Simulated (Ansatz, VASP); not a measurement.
# SiNi: VASP beside Ansatz

```
Si Ni
1.0
     5.15409    0.00000    0.00000
     0.00000    3.37549    0.00000
     0.00000    0.00000    5.61971
Si Ni
4 4
Cartesian
  1.6557 2.5316 0.4725
  0.9213 0.8439 3.2824
  4.2328 2.5316 2.3374
  3.4984 0.8439 5.1472
  0.0424 0.8439 1.2842
  2.5347 2.5316 4.0941
  2.6194 0.8439 1.9756
  5.1117 2.5316 4.7855
```

Change from the starting cell: all Ni atoms moved +0.225 Å, as atom 5 along Cartesian [0 0 1].

Alike in both runs: task single point; functional PBE; k mesh 8 × 12 × 8; occupations gaussian, width 0.15 eV; no spin polarisation.

```csv
,VASP,Ansatz
version,VASP 6.6.1,Ansatz 0.2.0
potentials or method,"VASP PAW PBE potentials, release 64 (Si, Ni), cutoff 520 eV","scalar-relativistic, plane waves, PAW"
valence electrons in the cell,56,88
```

|  | VASP | Ansatz | Ansatz less VASP |
| --- | --- | --- | --- |
| gap on the k mesh at the Fermi level (eV) | none | none | - |
| pressure (GPa) | 4.0 | 4.0 | -0.05 |
| traceless stress, the component that is largest in VASP (GPa) | -1.08 | -0.98 | +0.103 |
| rms of the force components (eV/Å) | 1.099 | 1.093 | -0.0060 |

Atom by atom the forces differ by 0.008 eV/Å (rms over components). A gap of «none» marks a metal or a gap that the smearing closes. VASP's potentials hold 56 valence electrons a cell and Ansatz's 88, so a difference there can come from the potentials and not from the codes.
